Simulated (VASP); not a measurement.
Runs of VASP 6.6.1 on Ca3Hg. The structure is that of space group Pm-3m (No. 221), or close to it. The cells are those of the table. 

```tsv
cell	gap on the mesh (eV)	pressure (GPa)
a = 5.189 Å, 4 atoms	none	-3.6
a = 5.054 Å, 4 atoms	none	-2.4
a = 5.145 Å, 4 atoms	none	-3.3
a = 5.008 Å, 4 atoms	none	(a)
a = 5.100 Å, 4 atoms	none	(b)
```

Alike in all rows: task single point; level LDA; potentials or basis VASP PAW LDA potentials, release 64 (Ca_sv, Hg); no spin polarisation; k mesh 5 × 5 × 5; cutoff (eV) 520; smearing fermi-dirac 0.1 eV.

Question: Estimate the missing entries.

Answer: (a) -1.8; (b) -2.9.

Caveats: spin-orbit coupling is left out, which moves the levels of the heavy elements.

A k mesh can miss the band edges, and the runs leave out spin-orbit coupling on Hg.

A gap of «none» marks levels without a gap at the run's occupations.
